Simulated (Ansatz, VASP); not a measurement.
**EuNi3: VASP beside Ansatz**

File INCAR:

```
PREC = Accurate
ENCUT = 520
EDIFF = 1E-6
ISMEAR = 0
SIGMA = 0.05
LREAL = F
LASPH = T
NELM = 150
ALGO = Normal
ISIF = 2
LWAVE = F
LCHARG = F
ISPIN = 2
MAGMOM = 7.45 -0.45 -0.45 -0.45
LORBIT = 11
LMAXMIX = 6
LDAU = T
LDAUTYPE = 2
LDAUL = 3 -1
LDAUU = 2 0
LDAUJ = 0 0
LDAUPRINT = 1
GGA = PE
NBANDS = 36
```

The input KPOINTS:

```
Automatic mesh
0
Gamma
  8 8 8
```

The input POSCAR:

```
EuNi3
1.0
    3.9570834751      0.0000000000      0.0000000000
    0.0000000000      3.9570834751      0.0000000000
    0.0000000000      0.0000000000      3.9570834751
Eu Ni
1 3
Direct
    0.0000000000      0.0000000000      0.0000000000
    0.0000000000      0.5000000000      0.5000000000
    0.5000000000      0.5000000000      0.0000000000
    0.5000000000      0.0000000000      0.5000000000
```

Input for Ansatz:

```yaml
crystal:
  lattice:
    - [3.9570834751, 0.0, 0.0]
    - [0.0, 3.9570834751, 0.0]
    - [0.0, 0.0, 3.9570834751]
  atoms:
    - { symbol: Eu, position: [0.0, 0.0, 0.0], spin: 7.45 }
    - { symbol: Ni, position: [0.0, 0.5, 0.5], spin: -0.45 }
    - { symbol: Ni, position: [0.5, 0.5, 0.0], spin: -0.45 }
    - { symbol: Ni, position: [0.5, 0.0, 0.5], spin: -0.45 }
basis:
  ecutwfc: 420
  ecutrho_ratio: 4
kpoints:
  mp_grid: { grid: [8, 8, 8] }
hamiltonian:
  xc: pbe
  hubbard: { sites: [{ species: Eu, l: f, u_eff: 2.0 }] }
scf:
  occupations: { method: gaussian, width: 0.05 }
  lower_state_search: "off"
output:
  forces: true
  stress: true
  eigenvalues: true
  populations: true
  hubbard: { sites: [{ species: Eu, l: f }] }
  dos: { projected: true, de: 0.02 }
magnetization:
  spin_polarized: true
checkpoint:
  read: start.run
  write: ck
  compress: false
  write_wavefunctions: false
  write_every: 100000
```

Alike in both runs: task single point; functional PBE; k mesh 8 × 8 × 8; occupations gaussian, width 0.05 eV; collinear spin; Hubbard terms Eu f U = 2.0 eV.

```csv
,VASP,Ansatz
version,VASP 6.6.1,Ansatz 0.2.0
potentials or method,"VASP PAW PBE potentials, release 64 (Eu, Ni), cutoff 520 eV","scalar-relativistic, plane waves, PAW"
valence electrons in the cell,47,71
```

```tsv
	VASP	Ansatz	Ansatz less VASP
gap on the k mesh at the Fermi level (eV)	none	none	-
pressure (GPa)	-2.3	-2.3	-0.08
net moment per atom (μB)	1.47	1.47	-0.001
size of the moment on the site where the two differ most (μB)	6.43	6.53	+0.102
```

Site moments also hang on the region over which each program counts them. The programs project onto different local orbitals, so the same U acts differently, and such runs can settle in different states. A gap of «none» marks a metal or a gap that the smearing closes. VASP's potentials hold 47 valence electrons a cell and Ansatz's 71, so a difference there can come from the potentials and not from the codes. Ansatz's warnings: filled band counts differ across k points.

Spin-orbit coupling is off throughout.
